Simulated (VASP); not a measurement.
# Zr3PdSe4 (R-3m) in VASP: notebook

The runs below take Zr3PdSe4 through single point, relaxation of cell and atoms, with PBE.

Program: VASP 6.6.1. These are calculated values, not measurements. Logs are shortened: lines on timing, memory, paths and dates and some standing lists are left out, and cuts for length are marked.

### 1 The cell of the first run

It takes space group R-3m (No. 166, trigonal). The conventional cell has a = 4.734 Å, b = 4.734 Å, c = 23.276 Å, α = 90.00°, β = 90.00°, γ = 120.00°. Zr (site symmetry 3m) has 8 Se at 2.83 to 3.01 Å and 3 Pd at 3.29 Å and 3 Zr at 3.41 Å within 3.7 Å. Within 3.6 Å of Zr (site symmetry -3m) lie 8 Se at 2.77 to 2.84 Å and 6 Zr at 3.41 Å. Within 3.9 Å of Pd (site symmetry -3m) lie 8 Se at 2.95 to 3.10 Å and 6 Zr at 3.29 Å. Se (site symmetry 3m) has 5 Zr at 2.77 to 2.95 Å and 3 Pd at 2.95 Å and 6 Se at 3.38 to 3.52 Å within 3.6 Å. Se (site symmetry 3m) has 7 Zr at 2.83 to 3.01 Å and 1 Pd at 3.10 Å and 6 Se at 3.15 to 3.38 Å within 3.7 Å.

The cell was generated, and may not be a known phase.

### 2 Single point, PBE

INCAR reads:

```
SYSTEM = Zr3PdSe4
PREC = Accurate ; ENCUT = 520
EDIFF = 1E-6 ; ISMEAR = 0
SIGMA = 0.15 ; LREAL = .FALSE.
LASPH = .TRUE. ; NELM = 80
ALGO = Normal ; ISIF = 2
LWAVE = .FALSE. ; LCHARG = .TRUE.
GGA = PE ; LELF = .TRUE.
LVHAR = .TRUE. ; NBANDS = 45
```

KPOINTS reads:

```
Automatic mesh
0
G
  3 3 3
  0 0 0
```

POSCAR reads:

```
Zr3PdSe4
1.0
    2.3669171629      1.3665402627      7.7585756061
   -2.3669171629      1.3665402627      7.7585756061
    0.0000000000     -2.7330805207      7.7585756069
Zr Pd Se
3 1 4
Direct
    0.2544396581      0.2544396581      0.2544396581
    0.7455603419      0.7455603419      0.7455603419
    0.5000000000      0.5000000000      0.5000000000
    0.0000000000      0.0000000000      0.0000000000
    0.6189370580      0.6189370580      0.6189370580
    0.1329972855      0.1329972855      0.1329972855
    0.8670027145      0.8670027145      0.8670027145
    0.3810629420      0.3810629420      0.3810629420
```

Potentials or basis: VASP PAW PBE potentials, release 64 (Zr_sv, Pd, Se).

The run is started by

```
$ cat potpaw_PBE.64/Zr_sv/POTCAR potpaw_PBE.64/Pd/POTCAR potpaw_PBE.64/Se/POTCAR > POTCAR
$ mpirun -np 1 vasp_std > vasp.out
```

OUTCAR:

```text
SYSTEM = Zr3PdSe4
   PREC = Accurate
   ENCUT = 520
   EDIFF = 1E-6
   ISMEAR = 0
   LREAL = .FALSE.
   LASPH = .TRUE.
   NELM = 80
   ISIF = 2
   GGA = PE

 ion  position               nearest neighbor table
   1  0.254  0.254  0.254-   6 2.83   5 2.83   5 2.83   5 2.83   8 2.95   7 3.01   7 3.01   7 3.01
                             4 3.29   4 3.29   4 3.29   3 3.41   3 3.41   3 3.41
   2  0.746  0.746  0.746-   7 2.83   8 2.83   8 2.83   8 2.83   5 2.95   6 3.01   6 3.01   6 3.01
                             4 3.29   4 3.29   4 3.29   3 3.41   3 3.41   3 3.41
   3  0.500  0.500  0.500-   5 2.77   8 2.77   6 2.84   7 2.84   6 2.84   6 2.84   7 2.84   7 2.84
                             2 3.41   1 3.41   2 3.41   1 3.41   2 3.41   1 3.41
   4  0.000  0.000  0.000-   5 2.95   8 2.95   5 2.95   5 2.95   8 2.95   8 2.95   7 3.10   6 3.10
                             1 3.29   2 3.29   1 3.29   2 3.29   1 3.29   2 3.29
   5  0.619  0.619  0.619-   3 2.77   1 2.83   1 2.83   1 2.83   2 2.95   4 2.95   4 2.95   4 2.95

   6  0.133  0.133  0.133-   1 2.83   3 2.84   3 2.84   3 2.84   2 3.01   2 3.01   2 3.01   4 3.10

   7  0.867  0.867  0.867-   2 2.83   3 2.84   3 2.84   3 2.84   1 3.01   1 3.01   1 3.01   4 3.10

   8  0.381  0.381  0.381-   3 2.77   2 2.83   2 2.83   2 2.83   1 2.95   4 2.95   4 2.95   4 2.95

  LATTYP: Found a trigonal (rhomboedric) cell.
 ALAT       =     8.2258874647
 COS(alpha) =     0.8344113423

  Lattice vectors:

 A1 = (   2.3669171629,   1.3665402627,   7.7585756061)
 A2 = (  -2.3669171629,   1.3665402627,   7.7585756061)
 A3 = (   0.0000000000,  -2.7330805207,   7.7585756069)

Analysis of symmetry for initial positions (statically):
=====================================================================
 Subroutine PRICEL returns:
 Original cell was already a primitive cell.

 Routine SETGRP: Setting up the symmetry group for a
 trigonal (rhombohedral) supercell.

 Subroutine GETGRP returns: Found 12 space group operations
 (whereof 12 operations were pure point group operations)
 out of a pool of 12 trial point group operations.

The static configuration has the point symmetry D_3d.

Analysis of symmetry for dynamics (positions and initial velocities):
=====================================================================
 Subroutine PRICEL returns:
 Original cell was already a primitive cell.

 Routine SETGRP: Setting up the symmetry group for a
 trigonal (rhombohedral) supercell.

 Subroutine GETGRP returns: Found 12 space group operations
 (whereof 12 operations were pure point group operations)
 out of a pool of 12 trial point group operations.

The dynamic configuration has the point symmetry D_3d.

 Subroutine INISYM returns: Found 12 space group operations
 (whereof 12 operations are pure point group operations),
 and found     1 'primitive' translations

----------------------------------------------------------------------------------------

                                     Primitive cell

  volume of cell :     150.5701

  direct lattice vectors                    reciprocal lattice vectors
     2.366917163  1.366540263  7.758575606     0.211245247  0.121962500  0.042963213
    -2.366917163  1.366540263  7.758575606    -0.211245247  0.121962500  0.042963213
     0.000000000 -2.733080521  7.758575607     0.000000000 -0.243925000  0.042963213

  length of vectors
     8.225887465  8.225887465  8.225887465     0.247679719  0.247679719  0.247679719

  position of ions in fractional coordinates (direct lattice)
     0.254439658  0.254439658  0.254439658
     0.745560342  0.745560342  0.745560342
     0.500000000  0.500000000  0.500000000
     0.000000000  0.000000000  0.000000000
     0.618937058  0.618937058  0.618937058
     0.132997285  0.132997285  0.132997285
     0.867002715  0.867002715  0.867002715
     0.381062942  0.381062942  0.381062942

  ion indices of the primitive-cell ions
   primitive index   ion index
                 1           1
                 2           2
                 3           3
                 4           4
                 5           5
                 6           6
                 7           7
                 8           8

----------------------------------------------------------------------------------------

 KPOINTS: Automatic mesh

Automatic generation of k-mesh.
 Grid dimensions read from file:
 generate k-points for:    3    3    3

 Generating k-lattice:

  Cartesian coordinates                     Fractional coordinates (reciprocal lattice)
     0.070415082  0.040654167  0.014321071     0.333333333  0.000000000  0.000000000
    -0.070415082  0.040654167  0.014321071     0.000000000  0.333333333  0.000000000
     0.000000000 -0.081308333  0.014321071     0.000000000  0.000000000  0.333333333

  Length of vectors
     0.082559906  0.082559906  0.082559906

  Shift w.r.t. Gamma in fractional coordinates (k-lattice)
     0.000000000  0.000000000  0.000000000

 Subroutine IBZKPT returns following result:
 ===========================================

 Found      6 irreducible k-points:

 Following reciprocal coordinates:
            Coordinates               Weight
  0.000000  0.000000  0.000000      1.000000
  0.333333 -0.000000  0.000000      6.000000
  0.333333  0.333333  0.000000      6.000000
 -0.333333  0.333333  0.000000      6.000000
  0.333333  0.333333  0.333333      2.000000
 -0.333333  0.333333  0.333333      6.000000
   k-points           NKPTS =      6   k-points in BZ     NKDIM =      6   number of bands    NBANDS=     45
   number of dos      NEDOS =    301   number of ions     NIONS =      8
   total plane-waves  NPLWV = 262144
   dimension x,y,z NGX =    64 NGY =   64 NGZ =   64
   dimension x,y,z NGXF=   128 NGYF=  128 NGZF=  128
   ions per type =               3   1   4
   NGX,Y,Z   is equivalent  to a cutoff of  12.93, 12.93, 12.93 a.u.
   NGXF,Y,Z  is equivalent  to a cutoff of  25.87, 25.87, 25.87 a.u.
 SYSTEM =  Zr3PdSe4
   PREC   = accura    normal or accurate (medium, high low for compatibility)
   ISTART =      0    job   : 0-new  1-cont  2-samecut
   ICHARG =      2    charge: 1-file 2-atom 10-const
   ISPIN  =      1    spin polarized calculation?
   LNONCOLLINEAR =      F non collinear calculations
   LSORBIT =      F    spin-orbit coupling
   LASPH  =      T    aspherical Exc in radial PAW
   ENCUT  =  520.0 eV  38.22 Ry    6.18 a.u.  15.29 15.29 15.29*2*pi/ulx,y,z
   NELM   =     80;   NELMIN=  2; NELMDL= -5     # of ELM steps
   EDIFF  = 0.1E-05   stopping-criterion for ELM
   LREAL  =      F    real-space projection
   EDIFFG = 0.1E-04   stopping-criterion for IOM
   NSW    =      0    number of steps for IOM
   IBRION =     -1    ionic relax: 0-MD 1-quasi-New 2-CG
   NFREE  =      0    steps in history (QN), initial steepest desc. (CG)
   ISIF   =      2    stress and relaxation
   ISYM   =      2    0-nonsym 1-usesym 2-fastsym
   POTIM  = 0.5000    time-step for ionic-motion
   TEBEG  =    0.0;   TEEND  =   0.0 temperature during run
   PSTRESS=    0.0 pullay stress
   NELECT =      70.0000    total number of electrons
   NUPDOWN=      -1.0000    fix difference up-down
   EMIN   =  10.00;   EMAX   =-10.00  energy-range for DOS
   EFERMI =   0.00;   METHOD = LEGACY
   ISMEAR =     0;   SIGMA  =   0.15  broadening in eV -4-tet -1-fermi 0-gaus
   EFERMI_NEDOS =   21; number of points for ismear=-14 and -15
   IALGO  =     38    algorithm
   IMIX   =      4    mixing-type and parameters
     AMIX     =   0.40;   BMIX     =  1.00
     AMIX_MAG =   1.60;   BMIX_MAG =  1.00
  volume/ion in A,a.u.               =      18.82       127.01
  Fermi-wavevector in a.u.,A,eV,Ry     =   1.268220  2.396588 21.883365  1.608382
  Thomas-Fermi vector in A             =   2.401326
   LORBIT       =      0    0 simple, 1 ext, 2 COOP (PROOUT), +10 PAW based schemes
   GGA     = PE    functional components
   LHFCALC =     F    Hartree Fock is set to
   AEXX    =    0.0000 exact exchange contribution
   IVDW    =     0    specifies the selected vdW correction
   LEPSILON=     F    determine dielectric tensor
   LRPA    =     F    only Hartree local field effects (RPA)
 non-spin polarized calculation
 Gauss-broadening in eV      SIGMA  =   0.15
  energy-cutoff  :      520.00
  volume of cell :      150.57
 maximum number of plane-waves:      4097
 NGX is ok and might be reduce to    64
   NGX = 31   NGY = 31   NGZ = 31

 number of electron      70.0000001 magnetization

 Free energy of the ion-electron system (eV)
  ---------------------------------------------------
  ext. energy  EPLUGINS =         0.00000000
  ---------------------------------------------------
  free energy    TOTEN  =       -52.92733841 eV

  energy without entropy =      -52.91068124  energy(sigma->0) =      -52.91900982

 E-fermi :   9.0661     XC(G=0): -11.4389

 val. band max:        8.9183588325   @ k =   0.3333   0.3333   0.3333
 cond. band min:       9.2087327476   @ k =   0.0000   0.0000   0.0000
 fundamental gap:      0.2903739151
 Fermi energy:         9.0660830654

 k-point     1 :       0.0000    0.0000    0.0000
  band No.  band energies     occupation
      1     -40.6989      2.00000
      2     -40.6972      2.00000
      3     -39.9656      2.00000
      4     -18.7549      2.00000
      5     -18.7333      2.00000
      6     -18.7333      2.00000
[... 37 lines left out ...]
     44      12.0374      0.00000
     45      12.2155      0.00000

 k-point     2 :       0.3333   -0.0000    0.0000
  band No.  band energies     occupation
      1     -40.6977      2.00000
      2     -40.6970      2.00000
      3     -39.9655      2.00000
      4     -18.7730      2.00000
      5     -18.7602      2.00000
      6     -18.7444      2.00000
[... 184 lines left out ...]
 k-point     6 :      -0.3333    0.3333    0.3333
  band No.  band energies     occupation
      1     -40.6974      2.00000
      2     -40.6973      2.00000
      3     -39.9655      2.00000
      4     -18.7714      2.00000
      5     -18.7526      2.00000
      6     -18.7469      2.00000
[... 37 lines left out ...]
     44      12.0617      0.00000
     45      12.2487      0.00000

------------------------ aborting loop because EDIFF is reached ----------------------------------------

  FORCE on cell =-STRESS in cart. coord.  units (eV):
  Direction    XX          YY          ZZ          XY          YZ          ZX
  --------------------------------------------------------------------------------------
  -------------------------------------------------------------------------------------
  Total        0.0273456      0.0273456     -0.2055296      0.0000000     -0.0000000      0.0000000
  in kB        0.2909777      0.2909777     -2.1869869      0.0000000     -0.0000000      0.0000000
  external PRESSURE =      -0.5350105 kB  Pullay stress =       0.0000000 kB

 VOLUME and BASIS-vectors are now :
 -----------------------------------------------------------------------------
  energy-cutoff  :      520.00
  volume of cell :      150.57
      direct lattice vectors                 reciprocal lattice vectors
     2.366917163  1.366540263  7.758575606     0.211245247  0.121962500  0.042963213
    -2.366917163  1.366540263  7.758575606    -0.211245247  0.121962500  0.042963213
     0.000000000 -2.733080521  7.758575607     0.000000000 -0.243925000  0.042963213

 POSITION                                       TOTAL-FORCE (eV/Angst)
 -----------------------------------------------------------------------------------
      0.00000      0.00000      5.92227        -0.000000      0.000000      0.037772
      0.00000      0.00000     17.35346        -0.000000     -0.000000     -0.037772
      0.00000      0.00000     11.63786         0.000000      0.000000      0.000000
      0.00000      0.00000      0.00000        -0.000000      0.000000     -0.000000
      0.00000      0.00000     14.40621        -0.000000     -0.000000     -0.033369
      0.00000      0.00000      3.09561        -0.000000     -0.000000     -0.081775
      0.00000      0.00000     20.18012        -0.000000      0.000000      0.081775
      0.00000      0.00000      8.86952        -0.000000      0.000000      0.033369
 -----------------------------------------------------------------------------------
    total drift:                                0.000000      0.000000     -0.000000

  FREE ENERGIE OF THE ION-ELECTRON SYSTEM (eV)
  ---------------------------------------------------
  free  energy   TOTEN  =       -52.9273384092 eV

  energy  without entropy=      -52.9106812357  energy(sigma->0) =      -52.91900982
```

Run time: 3.6 min. Hardware: 1 thread of Intel Xeon Platinum 8488C (Sapphire Rapids), shared host; peak memory 0.54 GiB.

Results:

| Item | Value |
| --- | --- |
| Free energy | -52.9273 eV |
| Pressure | -0.1 GPa |
| Largest force | 0.082 eV/Å |
| Band gap on the k mesh | 0.29 eV (least direct gap 0.30 eV) |

Forces in eV/Å, atoms in the order of the input:
```
Zr   0.000  0.000  0.038
Zr   0.000  0.000 -0.038
Zr   0.000  0.000  0.000
Pd   0.000  0.000  0.000
Se   0.000  0.000 -0.033
Se   0.000  0.000 -0.082
Se   0.000  0.000  0.082
Se   0.000  0.000  0.033
```

Caveat: the k points lie up to 0.52 Å⁻¹ apart.

[end of part 1 of 2]
